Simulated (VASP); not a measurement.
# GaSb: single point with LDA

GaSb:

```
CELL_PARAMETERS angstrom
0.00000 2.87312 2.87312
2.87312 0.00000 2.87312
2.87312 2.87312 0.00000
ATOMIC_POSITIONS crystal
Ga 0.00000 0.00000 0.00000
Sb 0.50000 0.50000 0.50000
```

```
Program             : VASP 6.6.1
Task                : single point
Functional          : LDA
Potentials or basis : VASP PAW LDA potentials, release 64 (Ga_d, Sb)
Cutoff              : 500 eV
k mesh              : 4 × 4 × 4
Occupations         : fermi-dirac, width 0.02 eV
Spin                : no spin polarisation
```

```
Pressure               : -1.2 GPa
Band gap on the k mesh : zero (bands 9 and 10 overlap by 2.83 eV)
```

Levels at points of the mesh, in eV from the Fermi level:
```tsv
k point	band 4	band 5	band 6	band 7	band 8	band 9	band 10	band 11	band 12	band 13
(0.00, 0.00, 0.00)	-14.63	-14.63	-11.98	-0.14	0.12	0.12	0.12	6.24	6.24	6.24
(0.50, 0.00, 0.00)	-14.61	-14.61	-9.64	-7.39	0.43	0.43	2.26	2.26	2.72	2.93
(0.50, 0.50, 0.00)	-14.60	-14.60	-8.93	-5.13	-3.92	-2.40	-2.40	3.07	8.93	8.93
```

Wall time 5.4 s on 1 thread of Intel(R) Xeon(R) Platinum 8375C CPU @ 2.90GHz (Ice Lake), with other jobs on the host, peak memory 0.15 GiB.

Caveat: the k points lie up to 0.47 Å⁻¹ apart, too coarse for converged energies and pressures of a metal; the structure was generated, so it needn't be the stable form of GaSb; spin-orbit coupling is left out, which moves the levels of the heavy elements.
